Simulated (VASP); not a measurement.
Wanted: the native input for a VASP 6.6.1 run.

- Task: single point
- Functional: PBE
- Dispersion: D3(BJ)
- Potentials or basis: VASP PAW PBE potentials, release 64 (C, Si)
- Cutoff: 520 eV
- k mesh: 6 × 6 × 1
- Occupations: gaussian, width 0.1 eV
- Spin: collinear spin
- Starting moments: [0.0, 0.0, 0.0, 0.0, 0.0, 0.0, 0.0, 0.0, 2.0] μB
- Dipole correction: yes
- Further INCAR settings: ALGO = Normal; EDIFF = 1e-06; NBANDS = 32

The structure of SiC8 lies in POSCAR:

```
SiC8
1.0
    4.9313048819      0.0000000000      0.0000000000
   -2.4656524409      4.2706353015      0.0000000000
    0.0000000000      0.0000000000     17.4000331942
C Si
8 1
Direct
    0.3333333333      0.1666666667      0.2298865266
    0.3333333333      0.6666666667      0.2298865266
    0.8333333333      0.1666666667      0.2298865266
    0.8333333333      0.6666666667      0.2298865266
    0.1666666667      0.3333333333      0.2298846189
    0.1666666667      0.8333333333      0.2298846189
    0.6666666667      0.3333333333      0.2298846189
    0.6666666667      0.8333333333      0.2298846189
    0.5000000000      0.2500000000      0.4080471063
```

These files were run (other wordings do the same):

INCAR

```
SYSTEM = SiC8
PREC = Accurate
ENCUT = 520
EDIFF = 1E-6
ISMEAR = 0
SIGMA = 0.1
LREAL = .False.
LASPH = .True.
NELM = 150
ALGO = Normal
ISIF = 2
LWAVE = .False.
LCHARG = .True.
ISPIN = 2
MAGMOM = 0 0 0 0 0 0 0 0 2
LORBIT = 11
LDIPOL = .True.
IDIPOL = 3
DIPOL = 0.5 0.5 0.250
GGA = PE
IVDW = 12
LELF = .True.
LVHAR = .True.
LVACPOTAV = .True.
NBANDS = 32
```

KPOINTS

```
regular mesh
0
Gamma
  6 6 1
  0 0 0
```

Potentials or basis: VASP PAW PBE potentials, release 64 (C, Si).

Command:

```bash
$ cat potpaw_PBE.64/C/POTCAR potpaw_PBE.64/Si/POTCAR > POTCAR
$ mpirun -np 1 vasp_std > vasp.out
```

Results of the run:

```json
{
 "Largest force": "0.217 eV/Å",
 "Net moment": "1.89 μB per cell",
 "Site moments": "C -0.00, +0.00 (each value once); Si +0.54 μB",
 "Valence electrons inside the program's atomic spheres": "C 2.65; Si 1.50",
 "Dispersion energy per atom": "-0.111 eV"
}
```

Caveat: a moment this small can come from the mesh or the smearing.

Wall time 10 min on 1 thread of Intel(R) Xeon(R) Platinum 8375C CPU @ 2.90GHz (Ice Lake), with other jobs on the host, peak memory 0.79 GiB.
